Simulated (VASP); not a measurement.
Input of a VASP 6.6.1 run:

Contents of INCAR:

```
SYSTEM = LaGa2
PREC     = Accurate       ! precision mode
ENCUT    = 520            ! plane-wave cutoff, eV
EDIFF    = 1E-6           ! SCF threshold, eV
ISMEAR   = -1             ! smearing method
SIGMA    = 0.05           ! smearing width, eV
LREAL    = .FALSE.        ! projectors in reciprocal space
LASPH    = .TRUE.         ! aspherical terms in the spheres
NELM     = 100            ! most SCF steps
ALGO     = Normal         ! electronic algorithm
ISIF     = 2              ! what is computed and relaxed
LWAVE    = .FALSE.        ! write WAVECAR
LCHARG   = .FALSE.        ! write CHGCAR
NBANDS   = 26             ! bands
```

The input KPOINTS:

```
regular mesh
0
G
  9 9 8
  0 0 0
```

File POSCAR:

```
LaGa2
1.0
    4.2252631828      0.0000000000      0.0000000000
   -2.1126315914      3.6591852540      0.0000000000
    0.0000000000      0.0000000000      4.3500073188
La Ga
1 2
Direct
    0.0000000000      0.0000000000      0.0000000000
    0.3333333333      0.6666666667      0.5000000000
    0.6666666667      0.3333333333      0.5000000000
```

Potentials or basis: VASP PAW LDA potentials, release 64 (La, Ga_d).

Run with:

```bash
$ cat potpaw_LDA.64/La/POTCAR potpaw_LDA.64/Ga_d/POTCAR > POTCAR
$ mpirun -np 1 vasp_std > vasp.out
```

(1) What does it give for the pressure?

## Answers

(1) 0.0 GPa.
